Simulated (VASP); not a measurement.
# Ge (P1) in VASP: single point with PBE

Aim: the single point of Ge with PBE.

Program: VASP 6.6.1. These are calculated values, not measurements. Logs are shortened: lines on timing, memory, paths and dates and some standing lists are left out, and cuts for length are marked.

## (1) The cell of the first run

The typed cell holds 24 atoms: a = 8.048 Å, b = 8.048 Å, c = 8.708 Å, α = 68.86°, β = 68.86°, γ = 82.49°.

## (2) Single point, PBE (dynamics (nvt langevin) at 1200 K, volume x 1.06, from the last frame before)

The input, INCAR:

```
SYSTEM = Ge
PREC = Accurate
ENCUT = 520
EDIFF = 1E-6
ISMEAR = -1
SIGMA = 0.1034
LREAL = Auto
LASPH = .TRUE.
NELM = 100
ALGO = Normal
ISIF = 2
LWAVE = .FALSE.
LCHARG = .FALSE.
GGA = PE
NBANDS = 186
KPAR = 2
NCORE = 2
```

The input, KPOINTS:

```
Automatic mesh
0
Gamma
  2 2 2
  0.5 0.5 0.5
```

The input, POSCAR:

```
Ge
1.0
    5.3059851925      5.3099879177      2.9027016363
   -5.3059851925      5.3099879177      2.9027016363
    0.0000000000      0.0000000000      8.7081049089
Ge
24
Direct
    0.1666800304      0.6306400512      0.1782699807
    0.1712293959      0.1849584202      0.1440586737
    0.0387362732      0.6462509728      0.6384139211
    0.5986815864      0.5002534941      0.3919941686
    0.0436380527      0.0883413437      0.5786662245
    0.7176355251      0.0885802453      0.1781464716
    0.1152208278      0.5590667705      0.9345746716
    0.6987359367      0.7267761582      0.5612773113
    0.0734961104      0.1834421390      0.8771268839
    0.5281047952      0.1335827745      0.5856880989
    0.5951019209      0.6285743098      0.9648703238
    0.5518176747      0.2291948369      0.8703042492
    0.3632375783      0.4583467770      0.7030429481
    0.3836579122      0.8369100252      0.8362831554
    0.4477685268      0.3053819628      0.1879118199
    0.8029390464      0.3946497426      0.8117100261
    0.3938104353      0.8948923086      0.1384383226
    0.8072971905      0.9188074904      0.8533615748
    0.2526060796      0.4443601014      0.4307683664
    0.8297462777      0.3614605759      0.1718142963
    0.3666872703      0.8945901759      0.4723919769
    0.8327036951      0.7844564817      0.1683396702
    0.9102111133      0.3980528804      0.5119276825
    0.9897023964      0.9341066891      0.3982509692
```

Potentials or basis: VASP PAW PBE potentials, release 64 (Ge_d).

On the command line:

```sh
> cat potpaw_PBE.64/Ge_d/POTCAR > POTCAR
> mpirun -np 4 vasp_std > vasp.out
```

OUTCAR:

```text
SYSTEM = Ge
   PREC = Accurate
   ENCUT = 520
   EDIFF = 1E-6
   ISMEAR = -1
   LREAL = Auto
   LASPH = .TRUE.
   NELM = 100
   ISIF = 2
   GGA = PE

 ion  position               nearest neighbor table
   1  0.167  0.631  0.178-  19 2.45   7 2.57  22 2.83  17 2.83  14 2.85
   2  0.171  0.185  0.144-  24 2.52   9 2.71  15 2.74  17 2.75  20 2.89
   3  0.039  0.646  0.638-  16 2.59  24 2.60   7 2.69  19 2.83
   4  0.599  0.500  0.392-  20 2.61  13 2.62  19 2.76  22 2.80  10 2.83
   5  0.044  0.088  0.579-  24 2.50  18 2.50  23 2.53  21 2.88
   6  0.718  0.089  0.178-  20 2.46  22 2.52  15 2.60
   7  0.115  0.559  0.935-  13 2.56   1 2.57  20 2.69   3 2.69
   8  0.699  0.727  0.561-  24 2.68
   9  0.073  0.183  0.877-  16 2.68   2 2.71
  10  0.528  0.134  0.586-  14 2.64   4 2.83  12 2.92
  11  0.595  0.629  0.965-  14 2.50  15 2.73  16 2.74  18 2.74
  12  0.552  0.229  0.870-  16 2.36  13 2.60  15 2.85  10 2.92  17 2.92
  13  0.363  0.458  0.703-   7 2.56  12 2.60   4 2.62  19 2.86
  14  0.384  0.837  0.836-  11 2.50  10 2.64   1 2.85  17 2.86
  15  0.448  0.305  0.188-   6 2.60  19 2.65  11 2.73   2 2.74  12 2.85
  16  0.803  0.395  0.812-  12 2.36  23 2.43   3 2.59   9 2.68  11 2.74
  17  0.394  0.895  0.138-   2 2.75   1 2.83  21 2.84  14 2.86  12 2.92
  18  0.807  0.919  0.853-   5 2.50  22 2.63  11 2.74
  19  0.253  0.444  0.431-   1 2.45  23 2.63  15 2.65   4 2.76   3 2.83  13 2.86
  20  0.830  0.361  0.172-   6 2.46   4 2.61   7 2.69   2 2.89
  21  0.367  0.895  0.472-  17 2.84   5 2.88
  22  0.833  0.784  0.168-   6 2.52  18 2.63   4 2.80   1 2.83
  23  0.910  0.398  0.512-  16 2.43   5 2.53  19 2.63
  24  0.990  0.934  0.398-   5 2.50   2 2.52   3 2.60   8 2.68

  LATTYP: Found a base centered monoclinic cell.
 ALAT       =    12.1031646234
 B/A-ratio  =     0.8767930302
 C/A-ratio  =     0.7194899169
 COS(beta)  =    -0.4796599446

  Lattice vectors:

 A1 = (  -5.3059851925,  -5.3099879177,  -2.9027016363)
 A2 = (   5.3059851925,  -5.3099879177,  -2.9027016363)
 A3 = (   0.0000000000,   0.0000000000,   8.7081049089)

Analysis of symmetry for initial positions (statically):
=====================================================================
 Subroutine PRICEL returns:
 Original cell was already a primitive cell.

 Routine SETGRP: Setting up the symmetry group for a
 base centered monoclinic supercell.

 Subroutine GETGRP returns: Found  1 space group operations
 (whereof  1 operations were pure point group operations)
 out of a pool of  4 trial point group operations.

The static configuration has the point symmetry C_1 .

Analysis of symmetry for dynamics (positions and initial velocities):
=====================================================================
 Subroutine PRICEL returns:
[... 141 lines left out ...]
   TEBEG  =    0.0;   TEEND  =   0.0 temperature during run
   PSTRESS=    0.0 pullay stress
   NELECT =     336.0000    total number of electrons
   NUPDOWN=      -1.0000    fix difference up-down
   EMIN   =  10.00;   EMAX   =-10.00  energy-range for DOS
   EFERMI =   0.00;   METHOD = LEGACY
   ISMEAR =    -1;   SIGMA  =   0.10  broadening in eV -4-tet -1-fermi 0-gaus
   EFERMI_NEDOS =   21; number of points for ismear=-14 and -15
   IALGO  =     38    algorithm
   IMIX   =      4    mixing-type and parameters
     AMIX     =   0.40;   BMIX     =  1.00
     AMIX_MAG =   1.60;   BMIX_MAG =  1.00
  volume/ion in A,a.u.               =      20.45       137.97
  Fermi-wavevector in a.u.,A,eV,Ry     =   1.442946  2.726773 28.328611  2.082094
  Thomas-Fermi vector in A             =   2.561409
   LORBIT       =      0    0 simple, 1 ext, 2 COOP (PROOUT), +10 PAW based schemes
   GGA     = PE    functional components
   LHFCALC =     F    Hartree Fock is set to
   AEXX    =    0.0000 exact exchange contribution
   IVDW    =     0    specifies the selected vdW correction
   LEPSILON=     F    determine dielectric tensor
   LRPA    =     F    only Hartree local field effects (RPA)
 non-spin polarized calculation
  energy-cutoff  :      520.00
  volume of cell :      490.70
 maximum number of plane-waves:     13223
   NGX = 29   NGY = 29   NGZ = 33

 number of electron     336.0000030 magnetization

 Free energy of the ion-electron system (eV)
  ---------------------------------------------------
  ext. energy  EPLUGINS =         0.00000000
  ---------------------------------------------------
  free energy    TOTEN  =       -98.51196120 eV

  energy without entropy =      -98.15604162  energy(sigma->0) =      -98.33400141

 E-fermi :   5.8791     XC(G=0): -10.7798

 val. band max:        5.8202589239   @ k =  -0.2500   0.2500   0.2500
 cond. band min:       5.8956194379   @ k =  -0.2500  -0.2500   0.2500
 fundamental gap:      0.0753605141
 Fermi energy:         5.8791145126

 k-point     1 :       0.2500    0.2500    0.2500
  band No.  band energies     occupation
      1     -18.9921      2.00000
      2     -18.9756      2.00000
      3     -18.9740      2.00000
      4     -18.9706      2.00000
      5     -18.9668      2.00000
      6     -18.9645      2.00000
[... 721 lines left out ...]
    179       7.6352      0.00000
    180       7.8154      0.00000
 [bands above 180 left out]

------------------------ aborting loop because EDIFF is reached ----------------------------------------

  FORCE on cell =-STRESS in cart. coord.  units (eV):
  Direction    XX          YY          ZZ          XY          YZ          ZX
  --------------------------------------------------------------------------------------
  -------------------------------------------------------------------------------------
  Total        1.6250964      6.9806323     16.4034837      0.9773411     -4.4950294     -0.0041493
  in kB        5.3061131     22.7925088     53.5591232      3.1911229    -14.6767501     -0.0135478
  external PRESSURE =      27.2192484 kB  Pullay stress =       0.0000000 kB

 VOLUME and BASIS-vectors are now :
 -----------------------------------------------------------------------------
  energy-cutoff  :      520.00
  volume of cell :      490.70
      direct lattice vectors                 reciprocal lattice vectors
     5.305985192  5.309987918  2.902701636     0.094233207  0.094162173  0.000000000
    -5.305985192  5.309987918  2.902701636    -0.094233207  0.094162173  0.000000000
     0.000000000  0.000000000  8.708104909     0.000000000 -0.062774782  0.114835548

 POSITION                                       TOTAL-FORCE (eV/Angst)
 -----------------------------------------------------------------------------------
     -2.46177      4.23376      3.86678        -1.105033      0.389922     -0.240780
     -0.07285      1.89135      2.28839        -0.147140      0.492164     -0.331455
     -3.22346      3.63727      7.54769         0.181822      0.557810      0.166007
      0.52226      5.83533      6.60341        -0.017774      0.644805     -0.158522
     -0.23720      0.70081      5.42218         0.618584      0.738276      0.488694
      3.33776      4.28100      3.89152         0.043288     -0.379990      0.148563
[... 16 lines left out ...]
      2.71750      6.94687      8.25542        -0.359866      0.057113     -1.604067
      0.29499     10.21540      9.05226        -0.079181     -0.718317     -0.437117
 -----------------------------------------------------------------------------------
    total drift:                               -0.000865      0.003797     -0.002335

  FREE ENERGIE OF THE ION-ELECTRON SYSTEM (eV)
  ---------------------------------------------------
  free  energy   TOTEN  =       -98.5119611991 eV

  energy  without entropy=      -98.1560416166  energy(sigma->0) =      -98.33400141
```

OSZICAR:

```text
N       E                     dE             d eps       ncg     rms          rms(c)
DAV:   1     0.590178163185E+04    0.59018E+04   -0.13363E+05  1592   0.517E+03
DAV:   2     0.132009509343E+04   -0.45817E+04   -0.44490E+04  1488   0.127E+03
DAV:   3     0.140473598411E+03   -0.11796E+04   -0.11458E+04  1496   0.337E+02
DAV:   4    -0.791321183706E+02   -0.21961E+03   -0.20676E+03  1684   0.132E+02
DAV:   5    -0.983657933565E+02   -0.19234E+02   -0.18331E+02  1656   0.380E+01    0.809E+00
DAV:   6    -0.985436164838E+02   -0.17782E+00   -0.79749E+00  2528   0.139E+01    0.383E+00
DAV:   7    -0.985046314329E+02    0.38985E-01   -0.11433E+00  1824   0.714E+00    0.134E+00
DAV:   8    -0.985074708373E+02   -0.28394E-02   -0.23921E-01  1744   0.686E+00    0.536E-01
DAV:   9    -0.985096679840E+02   -0.21971E-02   -0.55101E-02  1664   0.322E+00    0.254E-01
DAV:  10    -0.985110862531E+02   -0.14183E-02   -0.22107E-02  1784   0.211E+00    0.875E-02
DAV:  11    -0.985117286592E+02   -0.64241E-03   -0.74136E-03  1576   0.116E+00    0.396E-02
DAV:  12    -0.985119051964E+02   -0.17654E-03   -0.24763E-03  1800   0.527E-01    0.265E-02
DAV:  13    -0.985119359192E+02   -0.30723E-04   -0.57679E-04  1816   0.285E-01    0.142E-02
DAV:  14    -0.985119497969E+02   -0.13878E-04   -0.17304E-04  1600   0.153E-01    0.591E-03
DAV:  15    -0.985119612039E+02   -0.11407E-04   -0.11598E-04  1504   0.995E-02    0.538E-03
DAV:  16    -0.985119613178E+02   -0.11390E-06   -0.11089E-05  1344   0.686E-02    0.252E-03
DAV:  17    -0.985119611991E+02    0.11865E-06   -0.18145E-06   896   0.379E-02
   1 F= -.98511961E+02 E0= -.98334001E+02  d E =-.355920E+00
```

Run time: 2.9 min. Hardware: 4 MPI ranks of Intel Xeon Platinum 8488C (Sapphire Rapids), shared host; peak memory 0.41 GiB.

Results:

```yaml
Free_energy: -98.5120 eV
Pressure: 2.7 GPa
Largest_force: 1.890 eV/Å
Band_gap_on_the_k_mesh: zero (band 168 reaches 5.90 eV, above the bottom of band 169 at 5.82 eV)
```

Forces in eV/Å, atoms in the order of the input:
```
Ge  -1.105  0.390 -0.241
Ge  -0.147  0.492 -0.331
Ge   0.182  0.558  0.166
Ge  -0.018  0.645 -0.159
Ge   0.619  0.738  0.489
Ge   0.043 -0.380  0.149
Ge  -0.309  0.116 -0.160
Ge  -0.595 -0.289 -0.158
Ge   0.224  0.197 -0.140
Ge   0.207  0.060 -0.099
Ge   0.882  0.230  0.075
Ge   0.392 -1.682 -0.513
Ge   0.046 -0.395  0.060
Ge  -0.525 -0.265 -0.553
Ge  -0.497 -0.349 -0.096
Ge   0.015  0.900  1.662
Ge   0.048 -0.260  0.239
Ge  -0.268 -0.730  0.203
Ge   0.730 -0.028  0.794
Ge   0.073  0.638  0.304
Ge  -0.041  0.149  0.209
Ge   0.481 -0.075  0.142
Ge  -0.360  0.057 -1.604
Ge  -0.079 -0.718 -0.437
```

Caveat: the k points lie up to 0.42 Å⁻¹ apart; forces of over 1 eV/Å act on the atoms, so gaps and moduli don't describe the material at rest.
